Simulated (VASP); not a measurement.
CdSe:

```
Cd Se
1.0
     4.30000    0.00000    0.00000
    -2.15000    3.72391    0.00000
     0.00000    0.00000    7.02000
Cd Se
2 2
Direct
  0.33333 0.66667 0.00000
  0.66667 0.33333 0.50000
  0.33333 0.66667 0.38500
  0.66667 0.33333 0.88500
```

- Program: VASP 6.6.1
- Task: relaxation of the atoms
- Functional: PBE
- Potentials or basis: VASP PAW PBE potentials, release 64 (Cd, Se)
- Cutoff: 520 eV
- k mesh: 8 × 8 × 4
- Occupations: fermi-dirac, width 0.02 eV
- Spin: no spin polarisation

At the start: pressure 3.3 GPa; volume 28.10 Å³/atom.

**Question.** How do energy, volume and symmetry change on relaxing?

**Answer.** Over 3 steps the energy falls by 5.1 meV/atom at a fixed cell; space group P6_3mc (No. 186, to 0.1 Å) before and after.

The path:
```
step  energy change (eV)  largest force (eV/Å)  pressure (GPa)
   1              0.0000                0.2909            3.33
   2             -0.0132                0.1782            3.28
   3             -0.0203                0.0058            3.24
```

Final structure:
```
CELL_PARAMETERS angstrom
4.30000 0.00000 0.00000
-2.15000 3.72391 0.00000
0.00000 0.00000 7.02000
ATOMIC_POSITIONS crystal
Cd 0.33333 0.66667 0.00482
Cd 0.66667 0.33333 0.50482
Se 0.33333 0.66667 0.38018
Se 0.66667 0.33333 0.88018
```
